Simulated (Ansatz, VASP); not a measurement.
# Two plane-wave programs on Ta

```xyz
1
Lattice="2.3269 1.3434 0.9774 -2.3269 1.3434 0.9774 0.0000 -2.6869 0.9774" Properties=species:S:1:pos:R:3 pbc="T T T"
Ta    0.0000    0.0000    1.4661
```

Alike in both runs: task relaxation of cell and atoms; functional PBE; k mesh 18 × 18 × 18; occupations gaussian, width 0.1 eV; no spin polarisation.

|  | VASP | Ansatz |
| --- | --- | --- |
| version | VASP 6.6.1 | Ansatz 0.2.0 |
| potentials or method | VASP PAW PBE potentials, release 64 (Ta_pv), cutoff 600 eV | scalar-relativistic, plane waves, PAW |
| valence electrons in the cell | 11 | 13 |

|  | VASP | Ansatz | Ansatz less VASP |
| --- | --- | --- | --- |
| gap on the k mesh at the Fermi level, each at its own relaxed structure (eV) | none | none | - |
| relaxed volume (Å³/atom) | 18.29 | 18.28 | -0.012 |
| relaxed cell length with the largest relative difference (Å) | 2.875 | 2.874 | -0.0006 |

A gap of «none» marks a metal or a gap that the smearing closes. VASP's potentials hold 11 valence electrons a cell and Ansatz's 13, so a difference there can come from the potentials and not from the codes.

Spin-orbit coupling is off throughout.
